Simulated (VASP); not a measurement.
# SiNi (Pmn2_1) in VASP: a series of runs

SiNi is run at these levels: PBE; tasks: single point.

Program: VASP 6.6.1. These are calculated values, not measurements. Logs are shortened: lines on timing, memory, paths and dates and some standing lists are left out, and cuts for length are marked.

## 1. The cell of the first run

It takes space group Pmn2_1 (No. 31, orthorhombic). The conventional cell has a = 3.375 Å, b = 5.154 Å, c = 5.620 Å, α = 90.00°, β = 90.00°, γ = 90.00°. Si (site symmetry m) has 6 Ni at 2.25 to 2.53 Å and 2 Si at 2.67 Å within 3.0 Å. Si (site symmetry m) has 6 Ni at 2.19 to 2.45 Å and 2 Si at 2.67 Å within 2.9 Å. Ni (site symmetry m) has 6 Si at 2.19 to 2.53 Å and 4 Ni at 2.67 to 2.71 Å within 2.9 Å. Within 3.0 Å of Ni (site symmetry m) lie 6 Si at 2.25 to 2.45 Å and 4 Ni at 2.67 to 2.71 Å.

## 2. Single point, PBE (all Ni atoms moved -0.150 Å, as atom 5 along Cartesian [0 0 1])

File INCAR:

```
SYSTEM = SiNi
  ALGO = Normal
  EDIFF = 1E-6
  ENCUT = 520
  GGA = PE
  ISIF = 2
  ISMEAR = 0
  LASPH = .True.
  LCHARG = .False.
  LREAL = .False.
  LWAVE = .False.
  NBANDS = 38
  NELM = 100
  PREC = Accurate
  SIGMA = 0.15
```

File KPOINTS:

```
k-points
0
Gamma
  8 12 8
  0 0 0
```

File POSCAR:

```
SiNi
1.0
    5.1540864102      0.0000000000      0.0000000000
    0.0000000000      3.3754899888      0.0000000000
    0.0000000000      0.0000000000      5.6197139747
Si Ni
4 4
Direct
    0.3212470398      0.7500000000      0.0840781290
    0.1787529602      0.2500000000      0.5840781290
    0.8212470398      0.7500000000      0.4159218710
    0.6787529602      0.2500000000      0.9159218710
    0.0082175838      0.2500000000      0.1617951824
    0.4917824162      0.7500000000      0.6617951824
    0.5082175838      0.2500000000      0.2848213178
    0.9917824162      0.7500000000      0.7848213178
```

Potentials or basis: VASP PAW PBE potentials, release 64 (Si, Ni).

Run with:

```bash
$ cat potpaw_PBE.64/Si/POTCAR potpaw_PBE.64/Ni/POTCAR > POTCAR
$ mpirun -np 1 vasp_std > vasp.out
```

OUTCAR:

```text
SYSTEM = SiNi
   EDIFF = 1E-6
   ENCUT = 520
   GGA = PE
   ISIF = 2
   ISMEAR = 0
   LASPH = .True.
   LREAL = .False.
   NELM = 100
   PREC = Accurate

 ion  position               nearest neighbor table
   1  0.321  0.750  0.084-   7 2.25   7 2.25   5 2.38   5 2.38   8 2.39   6 2.53   4 2.67   4 2.67

   2  0.179  0.250  0.584-   8 2.25   8 2.25   6 2.38   6 2.38   7 2.39   5 2.53   3 2.67   3 2.67

   3  0.821  0.750  0.416-   6 2.19   8 2.25   5 2.41   5 2.41   7 2.45   7 2.45   2 2.67   2 2.67

   4  0.679  0.250  0.916-   5 2.19   7 2.25   6 2.41   6 2.41   8 2.45   8 2.45   1 2.67   1 2.67

   5  0.008  0.250  0.162-   4 2.19   1 2.38   1 2.38   3 2.41   3 2.41   2 2.53   7 2.67   7 2.67
                             8 2.71   8 2.71
   6  0.492  0.750  0.662-   3 2.19   2 2.38   2 2.38   4 2.41   4 2.41   1 2.53   8 2.67   8 2.67
                             7 2.71   7 2.71
   7  0.508  0.250  0.285-   1 2.25   1 2.25   4 2.25   2 2.39   3 2.45   3 2.45   5 2.67   5 2.67
                             6 2.71   6 2.71
   8  0.992  0.750  0.785-   2 2.25   2 2.25   3 2.25   1 2.39   4 2.45   4 2.45   6 2.67   6 2.67
                             5 2.71   5 2.71

  LATTYP: Found a simple orthorhombic cell.
 ALAT       =     3.3754899888
 B/A-ratio  =     1.5269150338
 C/A-ratio  =     1.6648587297

  Lattice vectors:

 A1 = (   0.0000000000,  -3.3754899888,   0.0000000000)
 A2 = (   5.1540864102,   0.0000000000,   0.0000000000)
 A3 = (   0.0000000000,   0.0000000000,   5.6197139747)

Analysis of symmetry for initial positions (statically):
=====================================================================
 Subroutine PRICEL returns:
 Original cell was already a primitive cell.

 Routine SETGRP: Setting up the symmetry group for a
 simple orthorhombic supercell.

 Subroutine GETGRP returns: Found  4 space group operations
 (whereof  1 operations were pure point group operations)
 out of a pool of  8 trial point group operations.

The static configuration has the point symmetry C_1 .
 The point group associated with its full space group is C_2v.

Analysis of symmetry for dynamics (positions and initial velocities):
=====================================================================
 Subroutine PRICEL returns:
 Original cell was already a primitive cell.

 Routine SETGRP: Setting up the symmetry group for a
 simple orthorhombic supercell.

 Subroutine GETGRP returns: Found  4 space group operations
 (whereof  1 operations were pure point group operations)
 out of a pool of  8 trial point group operations.

The dynamic configuration has the point symmetry C_1 .
 The point group associated with its full space group is C_2v.

 Subroutine INISYM returns: Found  4 space group operations
 (whereof  1 operations are pure point group operations),
 and found     1 'primitive' translations

----------------------------------------------------------------------------------------

                                     Primitive cell

  volume of cell :      97.7694

  direct lattice vectors                    reciprocal lattice vectors
     5.154086410  0.000000000  0.000000000     0.194020806  0.000000000  0.000000000
     0.000000000  3.375489989  0.000000000     0.000000000  0.296253286  0.000000000
     0.000000000  0.000000000  5.619713975     0.000000000  0.000000000  0.177944999

  length of vectors
     5.154086410  3.375489989  5.619713975     0.194020806  0.296253286  0.177944999

  position of ions in fractional coordinates (direct lattice)
     0.321247040  0.750000000  0.084078129
     0.178752960  0.250000000  0.584078129
     0.821247040  0.750000000  0.415921871
     0.678752960  0.250000000  0.915921871
     0.008217584  0.250000000  0.161795182
     0.491782416  0.750000000  0.661795182
     0.508217584  0.250000000  0.284821318
     0.991782416  0.750000000  0.784821318

  ion indices of the primitive-cell ions
   primitive index   ion index
                 1           1
                 2           2
                 3           3
                 4           4
                 5           5
                 6           6
                 7           7
                 8           8

----------------------------------------------------------------------------------------

 KPOINTS: k-points

Automatic generation of k-mesh.
 Grid dimensions read from file:
 generate k-points for:    8   12    8

 Generating k-lattice:

  Cartesian coordinates                     Fractional coordinates (reciprocal lattice)
     0.024252601  0.000000000  0.000000000     0.125000000  0.000000000  0.000000000
     0.000000000  0.024687774  0.000000000     0.000000000  0.083333333  0.000000000
     0.000000000  0.000000000  0.022243125     0.000000000  0.000000000  0.125000000

  Length of vectors
     0.024252601  0.024687774  0.022243125

  Shift w.r.t. Gamma in fractional coordinates (k-lattice)
     0.000000000  0.000000000  0.000000000

 Subroutine IBZKPT returns following result:
 ===========================================

 Found    175 irreducible k-points:

 Following reciprocal coordinates:
            Coordinates               Weight
  0.000000  0.000000  0.000000      1.000000
  0.125000  0.000000  0.000000      2.000000
  0.250000  0.000000  0.000000      2.000000
  0.375000  0.000000  0.000000      2.000000
  0.500000  0.000000  0.000000      1.000000
  0.000000  0.083333  0.000000      2.000000
[... 16 lines left out ...]
  0.250000  0.333333  0.000000      4.000000
  0.375000  0.333333  0.000000      4.000000
 [... further k-points ...]
   k-points           NKPTS =    175   k-points in BZ     NKDIM =    175   number of bands    NBANDS=     38
   number of dos      NEDOS =    301   number of ions     NIONS =      8
   total plane-waves  NPLWV =  47040
   dimension x,y,z NGX =    40 NGY =   28 NGZ =   42
   dimension x,y,z NGXF=    80 NGYF=   56 NGZF=   84
   ions per type =               4   4
   NGX,Y,Z   is equivalent  to a cutoff of  12.90, 13.79, 12.42 a.u.
   NGXF,Y,Z  is equivalent  to a cutoff of  25.80, 27.58, 24.85 a.u.
 SYSTEM =  SiNi
   PREC   = accura    normal or accurate (medium, high low for compatibility)
   ISTART =      0    job   : 0-new  1-cont  2-samecut
   ICHARG =      2    charge: 1-file 2-atom 10-const
   ISPIN  =      1    spin polarized calculation?
   LNONCOLLINEAR =      F non collinear calculations
   LSORBIT =      F    spin-orbit coupling
   LASPH  =      T    aspherical Exc in radial PAW
   ENCUT  =  520.0 eV  38.22 Ry    6.18 a.u.   9.58  6.28 10.45*2*pi/ulx,y,z
   NELM   =    100;   NELMIN=  2; NELMDL= -5     # of ELM steps
   EDIFF  = 0.1E-05   stopping-criterion for ELM
   LREAL  =      F    real-space projection
   EDIFFG = 0.1E-04   stopping-criterion for IOM
   NSW    =      0    number of steps for IOM
   IBRION =     -1    ionic relax: 0-MD 1-quasi-New 2-CG
   NFREE  =      0    steps in history (QN), initial steepest desc. (CG)
   ISIF   =      2    stress and relaxation
   ISYM   =      2    0-nonsym 1-usesym 2-fastsym
   POTIM  = 0.5000    time-step for ionic-motion
   TEBEG  =    0.0;   TEEND  =   0.0 temperature during run
   PSTRESS=    0.0 pullay stress
   NELECT =      56.0000    total number of electrons
   NUPDOWN=      -1.0000    fix difference up-down
   EMIN   =  10.00;   EMAX   =-10.00  energy-range for DOS
   EFERMI =   0.00;   METHOD = LEGACY
   ISMEAR =     0;   SIGMA  =   0.15  broadening in eV -4-tet -1-fermi 0-gaus
   EFERMI_NEDOS =   21; number of points for ismear=-14 and -15
   IALGO  =     38    algorithm
   IMIX   =      4    mixing-type and parameters
     AMIX     =   0.40;   BMIX     =  1.00
     AMIX_MAG =   1.60;   BMIX_MAG =  1.00
  volume/ion in A,a.u.               =      12.22        82.47
  Fermi-wavevector in a.u.,A,eV,Ry     =   1.359575  2.569225 25.149621  1.848445
  Thomas-Fermi vector in A             =   2.486311
   LORBIT       =      0    0 simple, 1 ext, 2 COOP (PROOUT), +10 PAW based schemes
   GGA     = PE    functional components
   LHFCALC =     F    Hartree Fock is set to
   AEXX    =    0.0000 exact exchange contribution
   IVDW    =     0    specifies the selected vdW correction
   LEPSILON=     F    determine dielectric tensor
   LRPA    =     F    only Hartree local field effects (RPA)
 non-spin polarized calculation
 Gauss-broadening in eV      SIGMA  =   0.15
  energy-cutoff  :      520.00
  volume of cell :       97.77
 maximum number of plane-waves:      2672
 NGX is ok and might be reduce to    40
   NGX = 19   NGY = 13   NGZ = 21

 number of electron      56.0000004 magnetization

 Free energy of the ion-electron system (eV)
  ---------------------------------------------------
  ext. energy  EPLUGINS =         0.00000000
  ---------------------------------------------------
  free energy    TOTEN  =       -47.26784121 eV

  energy without entropy =      -47.24654731  energy(sigma->0) =      -47.25719426

 E-fermi :  10.3048     XC(G=0): -12.1620

 val. band max:       10.3046857253   @ k =   0.5000   0.1667   0.2500
 cond. band min:      10.3102560927   @ k =   0.2500   0.4167   0.2500
 fundamental gap:      0.0055703674
 Fermi energy:        10.3047776091

 k-point     1 :       0.0000    0.0000    0.0000
  band No.  band energies     occupation
      1      -2.6237      2.00000
      2       0.6745      2.00000
      3       1.9940      2.00000
      4       2.5557      2.00000
      5       3.8531      2.00000
      6       4.3278      2.00000
[... 30 lines left out ...]
     37      16.5903      0.00000
     38      16.9809      0.00000

 k-point     2 :       0.1250    0.0000    0.0000
  band No.  band energies     occupation
      1      -2.5398      2.00000
      2       0.5154      2.00000
      3       2.0484      2.00000
      4       2.2408      2.00000
      5       4.1970      2.00000
      6       4.4138      2.00000
[... 30 lines left out ...]
     37      16.5632      0.00000
     38      16.6310      0.00000
[... 859 lines left out ...]
     37      16.0149      0.00000
     38      17.4261      0.00000

 k-point    24 :       0.3750    0.3333    0.0000
  band No.  band energies     occupation
      1      -0.5333      2.00000
      2       0.5663      2.00000
      3       2.5054      2.00000
      4       2.6921      2.00000
      5       4.4680      2.00000
      6       4.5964      2.00000
[... 30 lines left out ...]
     37      16.0727      0.00000
     38      16.9477      0.00000

 [... further k-points ...]
[... 5 lines left out ...]
  --------------------------------------------------------------------------------------
  -------------------------------------------------------------------------------------
  Total        1.2195942      0.7095830      1.1346218      0.0000000      0.0000000      0.0000000
  in kB       19.9858773     11.6281609     18.5934063      0.0000000      0.0000000      0.0000000
  external PRESSURE =      16.7358148 kB  Pullay stress =       0.0000000 kB

 VOLUME and BASIS-vectors are now :
 -----------------------------------------------------------------------------
  energy-cutoff  :      520.00
  volume of cell :       97.77
      direct lattice vectors                 reciprocal lattice vectors
     5.154086410  0.000000000  0.000000000     0.194020806  0.000000000  0.000000000
     0.000000000  3.375489989  0.000000000     0.000000000  0.296253286  0.000000000
     0.000000000  0.000000000  5.619713975     0.000000000  0.000000000  0.177944999

 POSITION                                       TOTAL-FORCE (eV/Angst)
 -----------------------------------------------------------------------------------
      1.65574      2.53162      0.47250        -0.502852     -0.000000     -0.942196
      0.92131      0.84387      3.28235         0.502852     -0.000000     -0.942196
      4.23278      2.53162      2.33736         0.436108     -0.000000     -1.366870
      3.49835      0.84387      5.14722        -0.436108     -0.000000     -1.366870
      0.04235      0.84387      0.90924         0.286170      0.000000      1.020035
      2.53469      2.53162      3.71910        -0.286170     -0.000000      1.020035
      2.61940      0.84387      1.60061        -0.061117      0.000000      1.289031
      5.11173      2.53162      4.41047         0.061117     -0.000000      1.289031
 -----------------------------------------------------------------------------------
    total drift:                               -0.000000      0.000000     -0.000617

  FREE ENERGIE OF THE ION-ELECTRON SYSTEM (eV)
  ---------------------------------------------------
  free  energy   TOTEN  =       -47.2678412057 eV

  energy  without entropy=      -47.2465473056  energy(sigma->0) =      -47.25719426
```

Wall time 10 min (1 thread of Intel Xeon Platinum 8488C (Sapphire Rapids), shared host); peak memory 0.56 GiB.

What came out:

| Property | Result |
| --- | --- |
| Free energy | -47.2678 eV |
| Pressure | 1.7 GPa |
| Largest force | 1.435 eV/Å |
| Band gap on the k mesh | zero (band 28 reaches 11.36 eV, above the bottom of band 29 at 9.54 eV) |

Forces on the atoms (eV/Å):
```
Si  -0.503  0.000 -0.942
Si   0.503  0.000 -0.942
Si   0.436  0.000 -1.367
Si  -0.436  0.000 -1.367
Ni   0.286  0.000  1.020
Ni  -0.286  0.000  1.020
Ni  -0.061  0.000  1.289
Ni   0.061  0.000  1.289
```

Levels at points of the mesh, in eV from the Fermi level:
```
           k point  band 25  band 26  band 27  band 28  band 29  band 30  band 31  band 32
(0.00, 0.00, 0.00)    -1.78    -1.17    -1.10    -0.94     0.59     1.20     3.23     3.92
(0.50, 0.00, 0.00)    -1.86    -1.84     0.99     1.03     1.03     1.18     3.50     3.71
(0.00, 0.50, 0.00)    -1.83    -1.83    -1.39    -1.39    -0.62    -0.62     1.96     1.96
(0.50, 0.50, 0.00)    -1.79    -1.79    -1.59    -1.59     0.39     0.39     0.47     0.47
(0.00, 0.00, 0.50)    -1.41    -1.41    -0.26    -0.26     0.91     0.91     3.16     3.16
(0.50, 0.00, 0.50)    -1.05    -1.05     0.78     0.78     2.24     2.24     2.77     2.77
(0.00, 0.50, 0.50)    -1.89    -1.89    -1.67    -1.67     0.15     0.15     1.23     1.23
(0.50, 0.50, 0.50)    -1.97    -1.97    -1.78    -1.78     2.45     2.45     2.54     2.54
```

Caveat: the cell differs from its parent crystal (all Ni atoms moved -0.150 Å, as atom 5 along Cartesian [0 0 1]); forces of over 1 eV/Å act on the atoms, so gaps and moduli don't describe the material at rest.

(Continued in part 2 of 2.)
